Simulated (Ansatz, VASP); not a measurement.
## SiO2: VASP beside Ansatz

```
Si O
1.0
     5.32531    0.00000    0.00000
    -2.66266    4.61185    0.00000
     0.00000    0.00000    5.54109
Si O
3 6
Direct
  0.00000 0.50000 0.33333
  0.50000 0.50000 0.66667
  0.50000 0.00000 0.00000
  0.58350 0.79175 0.83333
  0.79175 0.58350 0.50000
  0.79175 0.20825 0.16667
  0.41650 0.20825 0.83333
  0.20825 0.41650 0.50000
  0.20825 0.79175 0.16667
```

Change from the starting cell: strain +0.0525 x Voigt [1, 1, 0, 0, 0, 0], atoms carried along.

Alike in both runs: task single point; functional r2SCAN; k mesh 6 × 6 × 4; occupations gaussian, width 0.05 eV; no spin polarisation.

```csv
,VASP,Ansatz
version,VASP 6.6.1,Ansatz 0.2.0
potentials or method,"VASP PAW PBE potentials, release 64 (Si, O), cutoff 520 eV","scalar-relativistic, plane waves, PAW"
valence electrons in the cell,48,48
```

Ansatz gave:

- gap on the k mesh at the Fermi level (eV): 5.61
- least direct gap on the mesh (eV): 5.89
- pressure (GPa): -16.0
- traceless stress, the component that is largest in VASP (GPa): 2.84
- rms of the force components (eV/Å): 0.355

**Question.** What did VASP give for the same quantities?

**Answer.** gap on the k mesh at the Fermi level (eV): 5.60; least direct gap on the mesh (eV): 5.89; pressure (GPa): -15.9; traceless stress, the component that is largest in VASP (GPa): 2.86; rms of the force components (eV/Å): 0.361.

VASP's potentials were made for PBE, not for r2SCAN. Atom by atom the forces differ by 0.005 eV/Å (rms over components). With one functional, cell and mesh, what is left measures potentials, basis and numerics.
